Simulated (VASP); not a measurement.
Set up this calculation in VASP 6.6.1, as the native input.

- Task: single point
- Functional: LDA
- Potentials or basis: VASP PAW LDA potentials, release 64 (Si, O)
- Cutoff: 520 eV
- k mesh: 6 × 6 × 6
- Occupations: gaussian, width 0.02 eV
- Spin: no spin polarisation
- Dipole correction: no
- Further INCAR settings: ALGO = Normal; EDIFF = 1e-06; NBANDS = 44

The structure of SiO2 lies in POSCAR:

```
SiO2
1.0
    0.0000000000      4.7162571100      7.3627753715
    2.3595806657      0.0000000000      7.3627753715
    2.3595806657      4.7162571100      0.0000000000
Si O
4 8
Direct
    0.5632310800      0.5632310800      0.9367689200
    0.3132310800      0.3132310800      0.6867689200
    0.6867689200      0.6867689200      0.3132310800
    0.9367689200      0.9367689200      0.5632310800
    0.6250000000      0.1250000000      0.6250000000
    0.6250000000      0.6250000000      0.1250000000
    0.6250000000      0.6250000000      0.6250000000
    0.1250000000      0.6250000000      0.6250000000
    0.1865604000      0.8134396000      0.1865604000
    0.8134396000      0.1865604000      0.8134396000
    0.4365604000      0.0634396000      0.4365604000
    0.0634396000      0.4365604000      0.0634396000
```

One way to write it, as run:

INCAR

```
PREC = Accurate ; ENCUT = 520
EDIFF = 1E-6 ; ISMEAR = 0
SIGMA = 0.02 ; LREAL = False
LASPH = True ; NELM = 100
ALGO = Normal ; ISIF = 2
LWAVE = False ; LCHARG = False
NBANDS = 44
```

KPOINTS

```
regular mesh
0
Gamma
  6 6 6
```

Potentials or basis: VASP PAW LDA potentials, release 64 (Si, O).

Run with:

```sh
$ cat potpaw_LDA.64/Si/POTCAR potpaw_LDA.64/O/POTCAR > POTCAR
$ mpirun -np 1 vasp_std > vasp.out
```

Results of the run:

```json
{"Pressure": "-1.1 GPa", "Largest force": "0.038 eV/Å", "Band gap on the k mesh": "5.53 eV"}
```

Run time: 13 min on 1 thread of Oxide Virtual Turin-like Processor, on a shared host, peak memory 0.41 GiB.
